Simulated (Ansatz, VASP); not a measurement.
## Two plane-wave programs on Pt

INCAR

```
ALGO = Fast
EDIFF = 1E-6
ENCUT = 520
ISIF = 2
ISMEAR = 0
LASPH = T
LCHARG = T
LELF = T
LREAL = F
LVHAR = T
LWAVE = F
NBANDS = 11
NELM = 100
PREC = Accurate
SIGMA = 0.15
```

Contents of KPOINTS:

```
k-points
0
Gamma
  22 22 22
```

The input POSCAR:

```
Pt
1.0
    0.0000000000      2.2487236053      1.4591967475
    2.2487236053      0.0000000000      1.4591967475
    2.2487236053      2.2487236053      0.0000000000
Pt
1
Direct
    0.0000000000      0.0000000000      0.0000000000
```

Input for Ansatz:

```yaml
crystal:
  lattice:
    - [0.0, 2.2487236053, 1.4591967475]
    - [2.2487236053, 0.0, 1.4591967475]
    - [2.2487236053, 2.2487236053, 0.0]
  atoms:
    - { symbol: Pt, position: [0.0, 0.0, 0.0] }
basis:
  ecutwfc: 420
kpoints:
  mp_grid: { grid: [22, 22, 22] }
hamiltonian:
  xc: lda
scf:
  occupations: { method: gaussian, width: 0.15 }
output:
  forces: true
  stress: true
  eigenvalues: true
```

Alike in both runs: task single point; functional LDA; k mesh 22 × 22 × 22; occupations gaussian, width 0.15 eV; no spin polarisation.

```csv
,VASP,Ansatz
version,VASP 6.6.1,Ansatz 0.2.0
potentials or method,"VASP PAW LDA potentials, release 64 (Pt), cutoff 520 eV","scalar-relativistic, plane waves, PAW"
valence electrons in the cell,10,18
```

|  | VASP | Ansatz | Ansatz less VASP |
| --- | --- | --- | --- |
| gap on the k mesh at the Fermi level (eV) | none | none | - |
| pressure (GPa) | 3.8 | 3.0 | -0.89 |
| traceless stress, the component that is largest in VASP (GPa) | -7.02 | -7.18 | -0.164 |

LDA's correlation is that of Perdew and Zunger in VASP and of Perdew and Wang (1992) in Ansatz. A gap of «none» marks a metal or a gap that the smearing closes. VASP's potentials hold 10 valence electrons a cell and Ansatz's 18, so a difference there can come from the potentials and not from the codes.

Spin-orbit coupling is off throughout.
